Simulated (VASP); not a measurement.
The system is Ni.

```
Ni
1.0
     0.00000    1.75725    1.75725
     1.75725    0.00000    1.75725
     1.75725    1.75725    0.00000
Ni
1
Cartesian
  0.0000 0.0000 0.0000
```

Base run:

* Program: VASP 6.6.1
* Functional: PBE
* Potentials or basis: VASP PAW PBE potentials, release 64 (Ni)
* Cutoff: 520 eV
* k mesh: 15 × 15 × 15
* Occupations: methfessel-paxton, width 0.6 eV
* Spin: no spin polarisation

Its results: band gap on the k mesh zero (band 5 reaches 9.37 eV, above the bottom of band 6 at 8.42 eV); pressure -0.4 GPa.

After a change of settings the same cell gave: band gap on the k mesh zero (band 5 reaches 9.38 eV, above the bottom of band 6 at 8.43 eV); pressure 0.0 GPa. Which change was it?
A. occupations from methfessel-paxton, width 0.6 eV to fermi-dirac, width 0.1 eV
B. occupations from methfessel-paxton, width 0.6 eV to fermi-dirac, width 0.2 eV
C. occupations from methfessel-paxton, width 0.6 eV to methfessel-paxton, width 0.01 eV; further incar settings from ALGO = Normal; EDIFF = 1e-06; NBANDS = 11 to ALGO = Normal; EDIFF = 1e-07; NBANDS = 11

A.

Caveats: the run has no spin polarisation, though such a crystal can be magnetic.
